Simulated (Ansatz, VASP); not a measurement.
# Cu in VASP and in Ansatz

The input INCAR:

```
SYSTEM = Cu
  PREC = Accurate
  ENCUT = 520
  EDIFF = 1E-7
  ISMEAR = 0
  SIGMA = 0.15
  LREAL = .FALSE.
  LASPH = .TRUE.
  NELM = 100
  ALGO = Fast
  ISIF = 2
  LWAVE = .FALSE.
  LCHARG = .FALSE.
  GGA = PS
  NBANDS = 12
```

File KPOINTS:

```
regular mesh
0
G
  24 24 24
  0 0 0
```

File POSCAR:

```
Cu
1.0
    0.0000000000      1.6103804991      2.2770780257
    1.6103804991      0.0000000000      2.2770780257
    1.6103804991      1.6103804991      0.0000000000
Cu
1
Direct
    0.0000000000      0.0000000000      0.0000000000
```

Input for Ansatz:

```yaml
crystal:
  lattice:
    - [0.0, 1.6103804991, 2.2770780257]
    - [1.6103804991, 0.0, 2.2770780257]
    - [1.6103804991, 1.6103804991, 0.0]
  atoms:
    - { symbol: Cu, position: [0.0, 0.0, 0.0] }
basis:
  ecutwfc: 420
kpoints:
  mp_grid: { grid: [24, 24, 24] }
hamiltonian:
  xc: pbesol
scf:
  occupations: { method: gaussian, width: 0.15 }
output:
  forces: true
  stress: true
  eigenvalues: true
  write_density: true
  write_potential: true
  elf: true
  volumetric_format: npy
```

Alike in both runs: task single point; functional PBEsol; k mesh 24 × 24 × 24; occupations gaussian, width 0.15 eV; no spin polarisation.

|  | VASP | Ansatz |
| --- | --- | --- |
| version | VASP 6.6.1 | Ansatz 0.2.0 |
| potentials or method | VASP PAW PBE potentials, release 64 (Cu), cutoff 520 eV | scalar-relativistic, plane waves, PAW |
| valence electrons in the cell | 11 | 19 |

```tsv
	VASP	Ansatz	Ansatz less VASP
gap on the k mesh at the Fermi level (eV)	none	none	-
pressure (GPa)	5.2	4.5	-0.66
traceless stress, the component that is largest in VASP (GPa)	-30.18	-30.25	-0.073
```

VASP's potentials were made for PBE, not for PBEsol. A gap of «none» marks a metal or a gap that the smearing closes. With one functional, cell and mesh, what is left measures potentials, basis and numerics. VASP's potentials hold 11 valence electrons a cell and Ansatz's 19, so a difference there can come from the potentials and not from the codes.
